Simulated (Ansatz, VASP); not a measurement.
# Ga in VASP and in Ansatz

```
CELL_PARAMETERS angstrom
0.00000 2.13324 2.13324
2.13324 0.00000 2.13324
2.13324 2.13324 0.00000
ATOMIC_POSITIONS crystal
Ga 0.00000 0.00000 0.00000
```

Alike in both runs: task single point; functional PBE; k mesh 8 × 8 × 8; occupations gaussian, width 0.05 eV; no spin polarisation.

|  | VASP | Ansatz |
| --- | --- | --- |
| version | VASP 6.6.1 | Ansatz 0.2.0 |
| potentials or method | VASP PAW PBE potentials, release 64 (Ga_d), cutoff 500 eV | scalar-relativistic, plane waves, PAW |
| valence electrons in the cell | 13 | 13 |

Ansatz gave:

| Quantity | Value |
| --- | --- |
| gap on the k mesh at the Fermi level (eV) | none |
| pressure (GPa) | -1.0 |

**Question.** What did VASP give for the same quantities?

**Answer.** gap on the k mesh at the Fermi level (eV): none; pressure (GPa): -0.9.

A gap of «none» marks a metal or a gap that the smearing closes. The functional is the same, so the differences come from potentials, cutoffs and numerics.
